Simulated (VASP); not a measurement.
# Si3Ru in VASP: further runs, part 2 of 2

VASP 6.6.1. Earlier steps stand in the parts before.

**3. Single point, PBE**

This run uses another cell than the first one, of 14.14 Å³/atom, 1.010 times its volume.

The input, INCAR:

```
SYSTEM = Si3Ru
PREC     = Accurate       ! precision mode
ENCUT    = 520            ! plane-wave cutoff, eV
EDIFF    = 1E-7           ! SCF threshold, eV
ISMEAR   = 0              ! smearing method
SIGMA    = 0.1            ! smearing width, eV
LREAL    = .False.        ! projectors in reciprocal space
LASPH    = .True.         ! aspherical terms in the spheres
NELM     = 100            ! most SCF steps
ALGO     = Normal         ! electronic algorithm
ISIF     = 2              ! what is computed and relaxed
LWAVE    = .False.        ! write WAVECAR
LCHARG   = .True.         ! write CHGCAR
GGA      = PE             ! functional
LELF     = .True.         ! ELF
LVHAR    = .True.       
NBANDS   = 21             ! bands
```

The input, KPOINTS:

```
regular mesh
0
Gamma
  8 8 2
  0 0 0
```

The input, POSCAR:

```
Si3Ru
1.0
    2.0207217817     -2.0220450689      0.0000000000
    2.0207217817      2.0220450689      0.0000000000
    0.0000000000      0.0000000000      6.9233021705
Si Ru
3 1
Direct
    0.5000000000      0.5000000000      0.7813752587
    0.0000000000      0.0000000000      0.5000000000
    0.5000000000      0.5000000000      0.2186247413
    0.0000000000      0.0000000000      0.0000000000
```

Potentials or basis: VASP PAW PBE potentials, release 64 (Si, Ru_pv).

Command:

```console
$ cat potpaw_PBE.64/Si/POTCAR potpaw_PBE.64/Ru_pv/POTCAR > POTCAR
$ mpirun -np 1 vasp_std > vasp.out
```

OUTCAR:

```text
SYSTEM = Si3Ru
   PREC = Accurate
   ENCUT = 520
   EDIFF = 1E-7
   ISMEAR = 0
   LREAL = .False.
   LASPH = .True.
   NELM = 100
   ISIF = 2
   GGA = PE

 ion  position               nearest neighbor table
   1  0.500  0.500  0.781-   4 2.52   4 2.52   4 2.53   4 2.53   2 2.81   2 2.81   2 2.81   2 2.81
                             3 3.03
   2  0.000  0.000  0.500-   1 2.81   3 2.81   1 2.81   3 2.81   1 2.81   3 2.81   1 2.81   3 2.81

   3  0.500  0.500  0.219-   4 2.52   4 2.52   4 2.53   4 2.53   2 2.81   2 2.81   2 2.81   2 2.81
                             1 3.03
   4  0.000  0.000  0.000-   1 2.52   3 2.52   1 2.52   3 2.52   1 2.53   3 2.53   1 2.53   3 2.53

  LATTYP: Found a base centered orthorhombic cell.
 ALAT       =     4.0414435634
 B/A-ratio  =     1.0006548587
 C/A-ratio  =     1.7130765435

  Lattice vectors:

 A1 = (   2.0207217817,  -2.0220450689,   0.0000000000)
 A2 = (   2.0207217817,   2.0220450689,   0.0000000000)
 A3 = (   0.0000000000,   0.0000000000,   6.9233021705)

Analysis of symmetry for initial positions (statically):
=====================================================================
 Subroutine PRICEL returns:
 Original cell was already a primitive cell.

 Routine SETGRP: Setting up the symmetry group for a
 base centered orthorhombic supercell.

 Subroutine GETGRP returns: Found  8 space group operations
 (whereof  8 operations were pure point group operations)
 out of a pool of  8 trial point group operations.

The static configuration has the point symmetry D_2h.

Analysis of symmetry for dynamics (positions and initial velocities):
=====================================================================
 Subroutine PRICEL returns:
 Original cell was already a primitive cell.

 Routine SETGRP: Setting up the symmetry group for a
 base centered orthorhombic supercell.

 Subroutine GETGRP returns: Found  8 space group operations
[... 120 lines left out ...]
   EMIN   =  10.00;   EMAX   =-10.00  energy-range for DOS
   EFERMI =   0.00;   METHOD = LEGACY
   ISMEAR =     0;   SIGMA  =   0.10  broadening in eV -4-tet -1-fermi 0-gaus
   EFERMI_NEDOS =   21; number of points for ismear=-14 and -15
   IALGO  =     38    algorithm
   IMIX   =      4    mixing-type and parameters
     AMIX     =   0.40;   BMIX     =  1.00
     AMIX_MAG =   1.60;   BMIX_MAG =  1.00
  volume/ion in A,a.u.               =      14.14        95.45
  Fermi-wavevector in a.u.,A,eV,Ry     =   1.263337  2.387360 21.715161  1.596019
  Thomas-Fermi vector in A             =   2.396699
   LORBIT       =      0    0 simple, 1 ext, 2 COOP (PROOUT), +10 PAW based schemes
   GGA     = PE    functional components
   LHFCALC =     F    Hartree Fock is set to
   AEXX    =    0.0000 exact exchange contribution
   IVDW    =     0    specifies the selected vdW correction
   LEPSILON=     F    determine dielectric tensor
   LRPA    =     F    only Hartree local field effects (RPA)
 non-spin polarized calculation
 Gauss-broadening in eV      SIGMA  =   0.10
  energy-cutoff  :      520.00
  volume of cell :       56.58
 maximum number of plane-waves:      1552
 NGX is ok and might be reduce to    24
   NGX = 11   NGY = 11   NGZ = 25

 number of electron      26.0000006 magnetization

 Free energy of the ion-electron system (eV)
  ---------------------------------------------------
  ext. energy  EPLUGINS =         0.00000000
  ---------------------------------------------------
  free energy    TOTEN  =       -25.50897482 eV

  energy without entropy =      -25.50171410  energy(sigma->0) =      -25.50534446

 E-fermi :  10.7889     XC(G=0): -11.8874

 val. band max:       10.7667796572   @ k =   0.5000   0.3750   0.5000
 cond. band min:      10.8214945011   @ k =   0.3750  -0.0000   0.5000
 fundamental gap:      0.0547148439
 Fermi energy:        10.7889070045

 k-point     1 :       0.0000    0.0000    0.0000
  band No.  band energies     occupation
      1     -31.9992      2.00000
      2     -31.9141      2.00000
      3     -31.9136      2.00000
      4      -2.5563      2.00000
      5       0.2114      2.00000
      6       1.0676      2.00000
[... 565 lines left out ...]
     20      17.5790      0.00000
     21      19.3084      0.00000

 [... further k-points ...]
[... 5 lines left out ...]
  --------------------------------------------------------------------------------------
  -------------------------------------------------------------------------------------
  Total        0.0519836      0.0022211     -0.0180286      0.0000000      0.0000000      0.0000000
  in kB        1.4720958      0.0628977     -0.5105432      0.0000000      0.0000000      0.0000000
  external PRESSURE =       0.3414834 kB  Pullay stress =       0.0000000 kB

 VOLUME and BASIS-vectors are now :
 -----------------------------------------------------------------------------
  energy-cutoff  :      520.00
  volume of cell :       56.58
      direct lattice vectors                 reciprocal lattice vectors
     2.020721782 -2.022045069  0.000000000     0.247436339 -0.247274409  0.000000000
     2.020721782  2.022045069  0.000000000     0.247436339  0.247274409  0.000000000
     0.000000000  0.000000000  6.923302171     0.000000000  0.000000000  0.144439745

 POSITION                                       TOTAL-FORCE (eV/Angst)
 -----------------------------------------------------------------------------------
      2.02072      0.00000      5.40970         0.000000     -0.000000     -0.000370
      0.00000      0.00000      3.46165         0.000000     -0.000000      0.000000
      2.02072      0.00000      1.51361        -0.000000     -0.000000      0.000370
      0.00000      0.00000      0.00000         0.000000      0.000000      0.000000
 -----------------------------------------------------------------------------------
    total drift:                                0.000000      0.000000     -0.000000

  FREE ENERGIE OF THE ION-ELECTRON SYSTEM (eV)
  ---------------------------------------------------
  free  energy   TOTEN  =       -25.5089748246 eV

  energy  without entropy=      -25.5017141032  energy(sigma->0) =      -25.50534446
```

OSZICAR:

```text
N       E                     dE             d eps       ncg     rms          rms(c)
DAV:   1     0.144392927814E+03    0.14439E+03   -0.13164E+04  1804   0.114E+03
DAV:   2    -0.211275991740E+02   -0.16552E+03   -0.15989E+03  1965   0.281E+02
DAV:   3    -0.261760393064E+02   -0.50484E+01   -0.49663E+01  2253   0.453E+01
DAV:   4    -0.262337969787E+02   -0.57758E-01   -0.57702E-01  2019   0.483E+00
DAV:   5    -0.262351235802E+02   -0.13266E-02   -0.13265E-02  2313   0.670E-01    0.164E+01
DAV:   6    -0.258711708137E+02    0.36395E+00   -0.46879E+00  1973   0.164E+01    0.574E+00
DAV:   7    -0.257481026680E+02    0.12307E+00   -0.42682E+00  2080   0.141E+01    0.565E+00
DAV:   8    -0.255136875513E+02    0.23442E+00   -0.72083E-01  2058   0.608E+00    0.124E+00
DAV:   9    -0.255092520795E+02    0.44355E-02   -0.41250E-02  2122   0.128E+00    0.315E-01
DAV:  10    -0.255090212617E+02    0.23082E-03   -0.27561E-03  1999   0.410E-01    0.156E-01
DAV:  11    -0.255089751009E+02    0.46161E-04   -0.22956E-04  2091   0.103E-01    0.351E-02
DAV:  12    -0.255089756583E+02   -0.55742E-06   -0.89588E-06  2282   0.164E-02    0.144E-02
DAV:  13    -0.255089751321E+02    0.52616E-06   -0.21016E-06  1985   0.699E-03    0.287E-03
DAV:  14    -0.255089747986E+02    0.33353E-06   -0.18987E-07  1725   0.236E-03    0.110E-03
DAV:  15    -0.255089748246E+02   -0.26023E-07   -0.12784E-08  1057   0.662E-04
   1 F= -.25508975E+02 E0= -.25505344E+02  d E =-.726072E-02
```

stdout:

```text
POSCAR found type information on POSCAR SiRu
 POSCAR found :  2 types and       4 ions
 scaLAPACK will be used
 LDA part: xc-table for (Slater+PW92), standard interpolation
 POSCAR, INCAR and KPOINTS ok, starting setup
 FFT: planning ... GRIDC
 FFT: planning ... GRID_SOFT
 FFT: planning ... GRID
 WAVECAR not read
 entering main loop
```

Run time: 90 s. Hardware: 1 thread of Intel Xeon Platinum 8488C (Sapphire Rapids), shared host; peak memory 0.19 GiB.

What came out:

```yaml
Free_energy: -25.5090 eV
Pressure: 0.0 GPa
Band_gap_on_the_k_mesh: zero (band 13 reaches 14.55 eV, above the bottom of band 14 at 9.55 eV)
```

Caveat: the k points lie up to 0.45 Å⁻¹ apart.

**4. Relaxation of cell and atoms, PBE**

This run uses another cell than the first one, of 14.14 Å³/atom, 1.010 times its volume.

The input, INCAR:

```
SYSTEM = Si3Ru
PREC = Accurate ; ENCUT = 600
EDIFF = 1E-7 ; ISMEAR = 0
SIGMA = 0.1 ; LREAL = .FALSE.
LASPH = .TRUE. ; NELM = 80
ALGO = Normal ; ISIF = 3
LWAVE = .FALSE. ; LCHARG = .FALSE.
GGA = PE ; IBRION = 2
NSW = 90 ; EDIFFG = -0.04
```

The input, KPOINTS:

```
regular mesh
0
G
  6 6 4
  0 0 0
```

POSCAR: that of step 3 with these lines changed.

```diff
@@ -2,4 +2,4 @@
 1.0
-    2.0207217817     -2.0220450689      0.0000000000
-    2.0207217817      2.0220450689      0.0000000000
+    2.8586680080      0.0000000000      0.0000000000
+    0.0000000000      2.8586680080      0.0000000000
     0.0000000000      0.0000000000      6.9233021705
```

Command:

```console
$ cat potpaw_PBE.64/Si/POTCAR potpaw_PBE.64/Ru_pv/POTCAR > POTCAR
$ mpirun -np 1 vasp_std > vasp.out
```

It took 3.5 min on 1 thread of Intel Xeon Platinum 8488C (Sapphire Rapids), shared host; peak memory 0.2 GiB.

The run converged. Its results:

```
Free energy                            : -25.4042 eV
Relaxed volume                         : 14.02 Å³/atom
Relaxed cell                           : a = 2.863 Å, b = 2.863 Å, c = 6.842 Å, α = 90.00°, β = 90.00°, γ = 90.00°
Space group after relaxing (to 0.05 Å) : P4/mmm (No. 123)
Energy gained by relaxing              : 0.7 meV/atom
Ionic steps                            : 5
Pressure after relaxing                : -0.1 GPa
Largest force after relaxing           : 0.027 eV/Å
Band gap on the k mesh                 : zero (band 13 reaches 14.51 eV, above the bottom of band 14 at 9.29 eV)
```

Forces on the atoms (eV/Å):
```
Si   0.000  0.000 -0.027
Si   0.000  0.000  0.000
Si   0.000  0.000  0.027
Ru   0.000  0.000  0.000
```

Stress tensor (GPa, compression positive):
```
-0.03  0.00  0.00
 0.00 -0.03  0.00
 0.00  0.00 -0.22
```

Step by step:
| step | energy change (eV) | largest force (eV/Å) | pressure (GPa) | volume (Å³) |
| --- | --- | --- | --- | --- |
| 1 | 0.0000 | 0.0060 | -0.77 | 56.58 |
| 2 | -0.0007 | 0.1155 | 0.69 | 56.02 |
| 3 | -0.0010 | 0.0730 | 0.13 | 56.23 |
| 4 | -0.0017 | 0.0563 | 0.08 | 56.19 |
| 5 | -0.0030 | 0.0266 | -0.09 | 56.06 |

Final structure:
```cif
data_structure
_symmetry_space_group_name_H-M 'P 1'
_symmetry_Int_Tables_number 1
_cell_length_a 2.8626
_cell_length_b 2.8626
_cell_length_c 6.8417
_cell_angle_alpha 90.000
_cell_angle_beta 90.000
_cell_angle_gamma 90.000
_cell_volume 56.06
loop_
_atom_site_label
_atom_site_type_symbol
_atom_site_fract_x
_atom_site_fract_y
_atom_site_fract_z
_atom_site_occupancy
Si1 Si 0.50000 0.50000 0.77942 1
Si2 Si 0.00000 0.00000 0.50000 1
Si3 Si 0.50000 0.50000 0.22058 1
Ru1 Ru 0.00000 0.00000 0.00000 1
```

Levels at points of the mesh, in eV from the Fermi level:
```
           k point  band 9  band 10  band 11  band 12  band 13  band 14  band 15  band 16  band 17
(0.00, 0.00, 0.00)   -1.83    -1.83    -1.56    -0.18     2.86     2.86     2.96     5.41     6.36
(0.50, 0.00, 0.00)   -5.11    -2.50    -2.40    -1.83    -1.11     1.88     3.12     3.34     6.13
(0.50, 0.50, 0.00)   -4.58    -2.87    -2.70    -0.96    -0.38    -0.38    -0.36     1.29     1.33
(0.00, 0.00, 0.50)   -1.85    -1.85    -1.39    -0.18     3.77     3.77     4.14     4.14     4.78
(0.50, 0.00, 0.50)   -3.82    -2.40    -1.90    -1.56    -1.11     0.36     2.74     2.83     6.55
(0.50, 0.50, 0.50)   -3.19    -3.19    -2.79    -2.58    -2.58    -0.52     1.29     1.61     1.98
```

Caveat: the k points lie up to 0.37 Å⁻¹ apart in the final cell.

**5. Single point, PBE, collinear spin, ferromagnetic start**

The input, INCAR:

```
SYSTEM = Si3Ru
PREC = Accurate
ENCUT = 520
EDIFF = 1E-7
ISMEAR = 0
SIGMA = 0.1
LREAL = .FALSE.
LASPH = .TRUE.
NELM = 150
ALGO = Normal
ISIF = 2
LWAVE = .FALSE.
LCHARG = .TRUE.
ISPIN = 2
MAGMOM = 0 0 0 1
LORBIT = 11
LMAXMIX = 4
GGA = PE
LELF = .TRUE.
LVHAR = .TRUE.
NBANDS = 25
```

KPOINTS is that of step 4.

The input, POSCAR:

```
Si3Ru
1.0
    2.8591701713      0.0000000000      0.0000000000
    0.0000000000      2.8591701713      0.0000000000
    0.0000000000      0.0000000000      6.8490297209
Si Ru
3 1
Direct
    0.5000000000      0.5000000000      0.7794462784
    0.0000000000      0.0000000000      0.5000000000
    0.5000000000      0.5000000000      0.2205537216
    0.0000000000      0.0000000000      0.0000000000
```

Command:

```console
$ cat potpaw_PBE.64/Si/POTCAR potpaw_PBE.64/Ru_pv/POTCAR > POTCAR
$ mpirun -np 1 vasp_std > vasp.out
```

Wall time 2.4 min (1 thread of Intel Xeon Platinum 8488C (Sapphire Rapids), shared host); peak memory 0.23 GiB.

Results (log left out):

```yaml
Free_energy: -25.4036 eV
Pressure: 0.1 GPa
Largest_force: 0.023 eV/Å
Band_gap_on_the_k_mesh: zero (filled and empty bands overlap)
Net_moment: 0.00 μB per cell
Valence_electrons_inside_the_program's_atomic_spheres: Si 1.57, 1.49; Ru 12.88
```

Forces in eV/Å, atoms in the order of the input:
```
Si   0.000  0.000 -0.023
Si   0.000  0.000  0.000
Si   0.000  0.000  0.023
Ru   0.000  0.000  0.000
```

Stress tensor (GPa, compression positive):
```
 0.24  0.00  0.00
 0.00  0.24  0.00
 0.00  0.00 -0.15
```

Levels at points of the mesh, in eV from the Fermi level:
Spin up:
| k point | band 11 | band 12 | band 13 | band 14 | band 15 | band 16 |
| --- | --- | --- | --- | --- | --- | --- |
| (0.00, 0.00, 0.00) | -1.60 | -0.17 | 2.88 | 2.88 | 2.94 | 5.41 |
| (0.50, 0.00, 0.00) | -2.39 | -1.85 | -1.10 | 1.90 | 3.10 | 3.32 |
| (0.50, 0.50, 0.00) | -2.70 | -0.96 | -0.38 | -0.38 | -0.36 | 1.31 |
| (0.00, 0.00, 0.50) | -1.41 | -0.17 | 3.79 | 3.79 | 4.16 | 4.16 |
| (0.50, 0.00, 0.50) | -1.91 | -1.58 | -1.11 | 0.34 | 2.73 | 2.84 |
| (0.50, 0.50, 0.50) | -2.79 | -2.59 | -2.59 | -0.52 | 1.31 | 1.60 |
Spin down:
```csv
k point,band 9,band 10,band 11,band 12,band 13,band 14,band 15,band 16,band 17,band 18
"(0.00, 0.00, 0.00)",-1.82,-1.82,-1.60,-0.17,2.88,2.88,2.94,5.41,6.36,6.69
"(0.50, 0.00, 0.00)",-5.12,-2.51,-2.39,-1.85,-1.10,1.90,3.10,3.32,6.13,6.70
"(0.50, 0.50, 0.00)",-4.57,-2.86,-2.70,-0.96,-0.38,-0.38,-0.36,1.31,1.32,1.32
"(0.00, 0.00, 0.50)",-1.84,-1.84,-1.41,-0.17,3.79,3.79,4.16,4.16,4.74,4.80
"(0.50, 0.00, 0.50)",-3.83,-2.39,-1.91,-1.58,-1.11,0.34,2.73,2.84,6.58,6.96
"(0.50, 0.50, 0.50)",-3.19,-3.19,-2.79,-2.59,-2.59,-0.52,1.31,1.60,1.98,4.16
```

Caveat: the k points lie up to 0.37 Å⁻¹ apart.

**6. Summary**

| task | spin | cell | k mesh | cutoff (eV) | gap on the mesh (eV) | pressure (GPa) | largest force (eV/Å) |
| --- | --- | --- | --- | --- | --- | --- | --- |
| single point | off | a = 2.859, b = 2.859, c = 6.849 Å, 4 atoms | 6 × 6 × 4 | 520 | none | 0.1 | 0.02 |
| single point | off | a = 2.859, b = 2.859, c = 6.923 Å, 4 atoms | 8 × 8 × 2 | 520 | none | 0.0 | - |
| relaxation of cell and atoms | off | relaxed from a = 2.859, b = 2.859, c = 6.923 Å, 4 atoms | 6 × 6 × 4 | 600 | none | -0.1 | 0.03 |
| single point | collinear, ferromagnetic start | a = 2.859, b = 2.859, c = 6.849 Å, 4 atoms | 6 × 6 × 4 | 520 | none | 0.1 | 0.02 |

Alike in all rows: level PBE; potentials or basis VASP PAW PBE potentials, release 64 (Si, Ru_pv); smearing gaussian 0.1 eV.

Caveats: all runs use coarse meshes.

Absolute energies hang on the potentials; compare differences alone.
